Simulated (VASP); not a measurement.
# Bi (I4/mmm) in VASP: further runs

The runs below take Bi through single point, with r2SCAN.

Program: VASP 6.6.1. These are calculated values, not measurements. Logs are shortened: lines on timing, memory, paths and dates and some standing lists are left out, and cuts for length are marked.

## (1) The cell of the first run

It takes space group I4/mmm (No. 139, tetragonal). Conventional cell: a = 3.844 Å, b = 3.844 Å, c = 3.963 Å, α = 90.00°, β = 90.00°, γ = 90.00°. Within 4.4 Å of Bi (site symmetry 4/mmm) lie 14 Bi at 3.36 to 3.96 Å.

## (2) Single point, r2SCAN (strain -0.030 along x and y, +0.000 along z)

Contents of POSCAR:

```
Bi
1.0
   -1.9219876158      1.9219876158      1.9814305318
    1.9219876158     -1.9219876158      1.9814305318
    1.9219876158      1.9219876158     -1.9814305318
Bi
1
Direct
    0.0000000000      0.0000000000      0.0000000000
```

Contents of INCAR.step1:

```
SYSTEM = Bi
PREC     = Accurate       ! precision mode
ENCUT    = 520            ! plane-wave cutoff, eV
ISMEAR   = 0              ! smearing method
SIGMA    = 0.15           ! smearing width, eV
LREAL    = .False.        ! projectors in reciprocal space
LASPH    = .True.         ! aspherical terms in the spheres
NELM     = 100            ! most SCF steps
NBANDS   = 14             ! bands
GGA      = PE             ! functional
ALGO     = Normal         ! electronic algorithm
EDIFF    = 1E-4           ! SCF threshold, eV
LWAVE    = .True.         ! write WAVECAR
LCHARG   = .False.        ! write CHGCAR
```

Contents of INCAR.step2:

```
SYSTEM = Bi
PREC     = Accurate       ! precision mode
ENCUT    = 520            ! plane-wave cutoff, eV
EDIFF    = 1E-6           ! SCF threshold, eV
ISMEAR   = 0              ! smearing method
SIGMA    = 0.15           ! smearing width, eV
LREAL    = .False.        ! projectors in reciprocal space
LASPH    = .True.         ! aspherical terms in the spheres
NELM     = 100            ! most SCF steps
ALGO     = Normal         ! electronic algorithm
ISIF     = 2              ! what is computed and relaxed
LWAVE    = .False.        ! write WAVECAR
LCHARG   = .False.        ! write CHGCAR
METAGGA  = R2SCAN         ! meta-GGA
LMIXTAU  = .True.       
NBANDS   = 14             ! bands
ISTART   = 1
```

Contents of KPOINTS:

```
regular mesh
0
Gamma
  18 18 18
  0 0 0
```

Potentials or basis: VASP PAW PBE potentials, release 64 (Bi_d).

Run with:

```console
$ cat potpaw_PBE.64/Bi_d/POTCAR > POTCAR
$ cp INCAR.step1 INCAR
$ mpirun -np 1 vasp_std > vasp.out
$ cp INCAR.step2 INCAR
$ mpirun -np 1 vasp_std > vasp.out
```

OUTCAR:

```text
SYSTEM = Bi
   PREC = Accurate
   ENCUT = 520
   EDIFF = 1E-6
   ISMEAR = 0
   LREAL = .False.
   LASPH = .True.
   NELM = 100
   ISIF = 2
   METAGGA = R2SCAN
   ISTART = 1

 ion  position               nearest neighbor table
   1  0.000  0.000  0.000-

  LATTYP: Found a body centered tetragonal cell.
 ALAT       =     3.8439752316
 C/A-ratio  =     1.0309278351

  Lattice vectors:

 A1 = (  -1.9219876158,   1.9219876158,   1.9814305318)
 A2 = (   1.9219876158,  -1.9219876158,   1.9814305318)
 A3 = (   1.9219876158,   1.9219876158,  -1.9814305318)

Analysis of symmetry for initial positions (statically):
=====================================================================
 Subroutine PRICEL returns:
 Original cell was already a primitive cell.

 Routine SETGRP: Setting up the symmetry group for a
 body centered tetragonal supercell.

 Subroutine GETGRP returns: Found 16 space group operations
 (whereof 16 operations were pure point group operations)
 out of a pool of 16 trial point group operations.

The static configuration has the point symmetry D_4h.

Analysis of symmetry for dynamics (positions and initial velocities):
=====================================================================
 Subroutine PRICEL returns:
 Original cell was already a primitive cell.

 Routine SETGRP: Setting up the symmetry group for a
 body centered tetragonal supercell.

 Subroutine GETGRP returns: Found 16 space group operations
 (whereof 16 operations were pure point group operations)
 out of a pool of 16 trial point group operations.

The dynamic configuration has the point symmetry D_4h.

 Subroutine INISYM returns: Found 16 space group operations
 (whereof 16 operations are pure point group operations),
 and found     1 'primitive' translations

----------------------------------------------------------------------------------------

                                     Primitive cell

  volume of cell :      29.2779

  direct lattice vectors                    reciprocal lattice vectors
    -1.921987616  1.921987616  1.981430532     0.000000000  0.260147358  0.252342937
     1.921987616 -1.921987616  1.981430532     0.260147358  0.000000000  0.252342937
     1.921987616  1.921987616 -1.981430532     0.260147358  0.260147358  0.000000000

  length of vectors
     3.363649765  3.363649765  3.363649765     0.362427380  0.362427380  0.367903922

  position of ions in fractional coordinates (direct lattice)
     0.000000000  0.000000000  0.000000000

  ion indices of the primitive-cell ions
   primitive index   ion index
                 1           1

----------------------------------------------------------------------------------------

 KPOINTS: regular mesh

Automatic generation of k-mesh.
 Grid dimensions read from file:
 generate k-points for:   18   18   18

 Generating k-lattice:

  Cartesian coordinates                     Fractional coordinates (reciprocal lattice)
     0.000000000  0.014452631  0.014019052     0.055555556 -0.000000000  0.000000000
     0.014452631  0.000000000  0.014019052    -0.000000000  0.055555556  0.000000000
     0.014452631  0.014452631  0.000000000     0.000000000  0.000000000  0.055555556

  Length of vectors
     0.020134854  0.020134854  0.020439107

  Shift w.r.t. Gamma in fractional coordinates (k-lattice)
     0.000000000  0.000000000  0.000000000

 Subroutine IBZKPT returns following result:
 ===========================================

 Found    480 irreducible k-points:

 Following reciprocal coordinates:
            Coordinates               Weight
  0.000000  0.000000  0.000000      1.000000
  0.055556 -0.000000  0.000000      8.000000
  0.111111 -0.000000  0.000000      8.000000
  0.166667  0.000000  0.000000      8.000000
  0.222222  0.000000  0.000000      8.000000
  0.277778  0.000000  0.000000      8.000000
[... 16 lines left out ...]
 -0.277778  0.055556  0.000000     16.000000
 -0.222222  0.055556  0.000000     16.000000
 [... further k-points ...]
   k-points           NKPTS =    480   k-points in BZ     NKDIM =    480   number of bands    NBANDS=     14
   number of dos      NEDOS =    301   number of ions     NIONS =      1
   total plane-waves  NPLWV =  21952
   dimension x,y,z NGX =    28 NGY =   28 NGZ =   28
   dimension x,y,z NGXF=    56 NGYF=   56 NGZF=   56
   ions per type =               1
   NGX,Y,Z   is equivalent  to a cutoff of  13.84, 13.84, 13.84 a.u.
   NGXF,Y,Z  is equivalent  to a cutoff of  27.68, 27.68, 27.68 a.u.
 SYSTEM =  Bi
   PREC   = accura    normal or accurate (medium, high low for compatibility)
   ISTART =      1    job   : 0-new  1-cont  2-samecut
   ICHARG =      0    charge: 1-file 2-atom 10-const
   ISPIN  =      1    spin polarized calculation?
   LNONCOLLINEAR =      F non collinear calculations
   LSORBIT =      F    spin-orbit coupling
   LASPH  =      T    aspherical Exc in radial PAW
   ENCUT  =  520.0 eV  38.22 Ry    6.18 a.u.   6.25  6.25  6.25*2*pi/ulx,y,z
   NELM   =    100;   NELMIN=  2; NELMDL=  0     # of ELM steps
   EDIFF  = 0.1E-05   stopping-criterion for ELM
   LREAL  =      F    real-space projection
   EDIFFG = 0.1E-04   stopping-criterion for IOM
   NSW    =      0    number of steps for IOM
   IBRION =     -1    ionic relax: 0-MD 1-quasi-New 2-CG
   NFREE  =      0    steps in history (QN), initial steepest desc. (CG)
   ISIF   =      2    stress and relaxation
   ISYM   =      2    0-nonsym 1-usesym 2-fastsym
   POTIM  = 0.5000    time-step for ionic-motion
   TEBEG  =    0.0;   TEEND  =   0.0 temperature during run
   PSTRESS=    0.0 pullay stress
   NELECT =      15.0000    total number of electrons
   NUPDOWN=      -1.0000    fix difference up-down
   EMIN   =  10.00;   EMAX   =-10.00  energy-range for DOS
   EFERMI =   0.00;   METHOD = LEGACY
   ISMEAR =     0;   SIGMA  =   0.15  broadening in eV -4-tet -1-fermi 0-gaus
   EFERMI_NEDOS =   21; number of points for ismear=-14 and -15
   IALGO  =     38    algorithm
   IMIX   =      4    mixing-type and parameters
     AMIX     =   0.40;   BMIX     =  1.00
     AMIX_MAG =   1.60;   BMIX_MAG =  1.00
  volume/ion in A,a.u.               =      29.28       197.58
  Fermi-wavevector in a.u.,A,eV,Ry     =   1.309962  2.475469 23.347591  1.716000
  Thomas-Fermi vector in A             =   2.440525
   LORBIT       =      0    0 simple, 1 ext, 2 COOP (PROOUT), +10 PAW based schemes
   METAGGA = R2SCAN    functional components
   LHFCALC =     F    Hartree Fock is set to
   AEXX    =    0.0000 exact exchange contribution
   IVDW    =     0    specifies the selected vdW correction
   LEPSILON=     F    determine dielectric tensor
   LRPA    =     F    only Hartree local field effects (RPA)
 non-spin polarized calculation
 Gauss-broadening in eV      SIGMA  =   0.15
  energy-cutoff  :      520.00
  volume of cell :       29.28
 maximum number of plane-waves:       808
 NGX is ok and might be reduce to    28
   NGX = 13   NGY = 13   NGZ = 13

 number of electron      15.0000002 magnetization

 Free energy of the ion-electron system (eV)
  ---------------------------------------------------
  ext. energy  EPLUGINS =         0.00000000
  ---------------------------------------------------
  free energy    TOTEN  =       -58.24776032 eV

  energy without entropy =      -58.23934893  energy(sigma->0) =      -58.24355462

 E-fermi :   8.6493     XC(G=0): -11.3980

 val. band max:        8.6402908795   @ k =  -0.3889   0.4444   0.2778
 cond. band min:       8.6685198836   @ k =  -0.3889   0.3889   0.2778
 fundamental gap:      0.0282290041
 Fermi energy:         8.6493202210

 k-point     1 :       0.0000    0.0000    0.0000
  band No.  band energies     occupation
      1     -15.1876      2.00000
      2     -15.1876      2.00000
      3     -15.1774      2.00000
      4     -15.0199      2.00000
      5     -15.0030      2.00000
      6      -5.9628      2.00000
      7      14.3519      0.00000
      8      14.4832      0.00000
      9      14.4832      0.00000
     10      19.5816      0.00000
     11      19.6527      0.00000
     12      20.0596      0.00000
     13      20.0596      0.00000
     14      21.0106      0.00000

 k-point     2 :       0.0556   -0.0000    0.0000
  band No.  band energies     occupation
      1     -15.1861      2.00000
      2     -15.1848      2.00000
      3     -15.1723      2.00000
      4     -15.0213      2.00000
      5     -15.0040      2.00000
      6      -5.8993      2.00000
      7      13.7260      0.00000
      8      14.2735      0.00000
      9      14.3716      0.00000
     10      19.1410      0.00000
     11      19.6794      0.00000
     12      19.8127      0.00000
     13      20.0628      0.00000
     14      21.3754      0.00000

 k-point     3 :       0.1111   -0.0000    0.0000
  band No.  band energies     occupation
      1     -15.1891      2.00000
      2     -15.1769      2.00000
      3     -15.1501      2.00000
      4     -15.0254      2.00000
      5     -15.0066      2.00000
      6      -5.7093      2.00000
      7      12.2237      0.00000
      8      13.7399      0.00000
      9      14.2198      0.00000
     10      18.2884      0.00000
     11      19.0774      0.00000
     12      19.6194      0.00000
     13      20.8069      0.00000
     14      22.1548      0.00000
[... 324 lines left out ...]
 k-point    23 :      -0.2778    0.0556    0.0000
  band No.  band energies     occupation
      1     -15.2058      2.00000
      2     -15.1530      2.00000
      3     -15.0429      2.00000
      4     -15.0383      2.00000
      5     -15.0146      2.00000
      6      -4.6499      2.00000
      7       7.8301      2.00000
      8      11.7668      0.00000
      9      13.2201      0.00000
     10      16.9667      0.00000
     11      18.0734      0.00000
     12      19.5485      0.00000
     13      22.3999      0.00000
     14      23.9591      0.00000

 k-point    24 :      -0.2222    0.0556    0.0000
  band No.  band energies     occupation
      1     -15.1972      2.00000
      2     -15.1632      2.00000
      3     -15.0876      2.00000
      4     -15.0335      2.00000
      5     -15.0124      2.00000
      6      -5.1387      2.00000
      7       9.5074      0.00000
      8      12.4931      0.00000
      9      13.5418      0.00000
     10      17.4947      0.00000
     11      18.3209      0.00000
     12      19.4773      0.00000
     13      21.8914      0.00000
     14      22.7865      0.00000

 [... further k-points ...]

------------------------ aborting loop because EDIFF is reached ----------------------------------------

  FORCE on cell =-STRESS in cart. coord.  units (eV):
  Direction    XX          YY          ZZ          XY          YZ          ZX
  --------------------------------------------------------------------------------------
  -------------------------------------------------------------------------------------
  Total        0.7503456      0.7503456      0.6537818      0.0000000      0.0000000      0.0000000
  in kB       41.0612282     41.0612282     35.7769575      0.0000000      0.0000000      0.0000000
  external PRESSURE =      39.2998046 kB  Pullay stress =       0.0000000 kB

 VOLUME and BASIS-vectors are now :
 -----------------------------------------------------------------------------
  energy-cutoff  :      520.00
  volume of cell :       29.28
      direct lattice vectors                 reciprocal lattice vectors
    -1.921987616  1.921987616  1.981430532     0.000000000  0.260147358  0.252342937
     1.921987616 -1.921987616  1.981430532     0.260147358  0.000000000  0.252342937
     1.921987616  1.921987616 -1.981430532     0.260147358  0.260147358  0.000000000

 POSITION                                       TOTAL-FORCE (eV/Angst)
 -----------------------------------------------------------------------------------
      0.00000      0.00000      0.00000         0.000000      0.000000     -0.000000
 -----------------------------------------------------------------------------------
    total drift:                               -0.000000     -0.000000     -0.000000

  FREE ENERGIE OF THE ION-ELECTRON SYSTEM (eV)
  ---------------------------------------------------
  free  energy   TOTEN  =       -58.2477603211 eV

  energy  without entropy=      -58.2393489276  energy(sigma->0) =      -58.24355462
```

It took 20 min on 1 thread of Intel Xeon 8259CL, shared host; peak memory 0.31 GiB.

Results:

| Property | Result |
| --- | --- |
| Free energy | -58.2478 eV |
| Pressure | 3.9 GPa |
| Band gap on the k mesh | zero (an odd number of electrons rules out a gap without spin polarisation) |

Caveat: the cell differs from its parent crystal (strain -0.030 along x and y, +0.000 along z); the cell stands under pressure; the PAW data sets were made with another functional, which shifts forces and pressure a little; spin-orbit coupling is left out, which moves the levels of the heavy elements.

## (3) Single point, r2SCAN (strain +0.030 along x and y, +0.000 along z)

Contents of POSCAR:

```
Bi
1.0
   -2.0408734478      2.0408734478      1.9814305318
    2.0408734478     -2.0408734478      1.9814305318
    2.0408734478      2.0408734478     -1.9814305318
Bi
1
Direct
    0.0000000000      0.0000000000      0.0000000000
```

Contents of INCAR.step1:

```
PREC     = Accurate       # precision mode
ENCUT    = 520            # plane-wave cutoff, eV
ISMEAR   = 0              # smearing method
SIGMA    = 0.15           # smearing width, eV
LREAL    = F              # projectors in reciprocal space
LASPH    = T              # aspherical terms in the spheres
NELM     = 60             # most SCF steps
NBANDS   = 14             # bands
GGA      = PE             # functional
ALGO     = Normal         # electronic algorithm
EDIFF    = 1E-4           # SCF threshold, eV
LWAVE    = T              # write WAVECAR
LCHARG   = F              # write CHGCAR
```

Contents of INCAR.step2:

```
PREC     = Accurate       # precision mode
ENCUT    = 520            # plane-wave cutoff, eV
EDIFF    = 1E-7           # SCF threshold, eV
ISMEAR   = 0              # smearing method
SIGMA    = 0.15           # smearing width, eV
LREAL    = F              # projectors in reciprocal space
LASPH    = T              # aspherical terms in the spheres
NELM     = 60             # most SCF steps
ALGO     = Normal         # electronic algorithm
ISIF     = 2              # what is computed and relaxed
LWAVE    = F              # write WAVECAR
LCHARG   = F              # write CHGCAR
METAGGA  = R2SCAN         # meta-GGA
LMIXTAU  = T            
NBANDS   = 14             # bands
ISTART   = 1
```

Contents of KPOINTS:

```
Automatic mesh
0
Gamma
  18 18 18
```

Potentials or basis: VASP PAW PBE potentials, release 64 (Bi_d).

Run with:

```console
$ cat potpaw_PBE.64/Bi_d/POTCAR > POTCAR
$ cp INCAR.step1 INCAR
$ mpirun -np 1 vasp_std > vasp.out
$ cp INCAR.step2 INCAR
$ mpirun -np 1 vasp_std > vasp.out
```

OUTCAR:

```text
PREC = Accurate
   ENCUT = 520
   EDIFF = 1E-7
   ISMEAR = 0
   LREAL = F
   LASPH = T
   NELM = 60
   ISIF = 2
   METAGGA = R2SCAN
   ISTART = 1

 ion  position               nearest neighbor table
   1  0.000  0.000  0.000-

  LATTYP: Found a body centered tetragonal cell.
 ALAT       =     4.0817468956
 C/A-ratio  =     0.9708737864

  Lattice vectors:

 A1 = (  -2.0408734478,   2.0408734478,   1.9814305318)
[... 586 lines left out ...]
     11      16.3897      0.00000
     12      18.0349      0.00000
     13      19.4585      0.00000
     14      20.8354      0.00000

 [... further k-points ...]

------------------------ aborting loop because EDIFF is reached ----------------------------------------

  FORCE on cell =-STRESS in cart. coord.  units (eV):
  Direction    XX          YY          ZZ          XY          YZ          ZX
  --------------------------------------------------------------------------------------
  -------------------------------------------------------------------------------------
  Total       -0.5885533     -0.5885533     -0.5624504      0.0000000      0.0000000      0.0000000
  in kB      -28.5644163    -28.5644163    -27.2975588      0.0000000      0.0000000      0.0000000
  external PRESSURE =     -28.1421305 kB  Pullay stress =       0.0000000 kB

 VOLUME and BASIS-vectors are now :
 -----------------------------------------------------------------------------
  energy-cutoff  :      520.00
  volume of cell :       33.01
      direct lattice vectors                 reciprocal lattice vectors
    -2.040873448  2.040873448  1.981430532     0.000000000  0.244993143  0.252342937
     2.040873448 -2.040873448  1.981430532     0.244993143  0.000000000  0.252342937
     2.040873448  2.040873448 -1.981430532     0.244993143  0.244993143  0.000000000

 POSITION                                       TOTAL-FORCE (eV/Angst)
 -----------------------------------------------------------------------------------
      0.00000      0.00000      0.00000         0.000000     -0.000000      0.000000
 -----------------------------------------------------------------------------------
    total drift:                               -0.000000     -0.000000     -0.000000

  FREE ENERGIE OF THE ION-ELECTRON SYSTEM (eV)
  ---------------------------------------------------
  free  energy   TOTEN  =       -58.2542683741 eV

  energy  without entropy=      -58.2452013383  energy(sigma->0) =      -58.24973486
```

OSZICAR.step1:

```text
N       E                     dE             d eps       ncg     rms          rms(c)
DAV:   1     0.113929166644E+03    0.11393E+03   -0.76916E+03 13630   0.121E+03
DAV:   2     0.300065478721E+01   -0.11093E+03   -0.10745E+03 14508   0.336E+02
DAV:   3    -0.358722474588E+01   -0.65879E+01   -0.65639E+01 16940   0.795E+01
DAV:   4    -0.374493814471E+01   -0.15771E+00   -0.15767E+00 17040   0.132E+01
DAV:   5    -0.375213951425E+01   -0.72014E-02   -0.72012E-02 19326   0.256E+00    0.458E-01
DAV:   6    -0.374916949161E+01    0.29700E-02   -0.83663E-03 18356   0.119E+00    0.283E-01
DAV:   7    -0.374926641195E+01   -0.96920E-04   -0.56321E-03 17790   0.970E-01    0.845E-02
DAV:   8    -0.374936110591E+01   -0.94694E-04   -0.58283E-04 17178   0.351E-01
   1 F= -.37493611E+01 E0= -.37449861E+01  d E =-.874994E-02
```

Wall time 24 min (1 thread of Intel Xeon 8259CL, shared host); peak memory 0.33 GiB.

Results:

- Free energy: -58.2543 eV
- Pressure: -2.8 GPa
- Band gap on the k mesh: zero (an odd number of electrons rules out a gap without spin polarisation)

Stress tensor (GPa, compression positive):
```
-2.86  0.00  0.00
 0.00 -2.86  0.00
 0.00  0.00 -2.73
```

Caveat: the cell differs from its parent crystal (strain +0.030 along x and y, +0.000 along z); the PAW data sets were made with another functional, which shifts forces and pressure a little; spin-orbit coupling is left out, which moves the levels of the heavy elements.
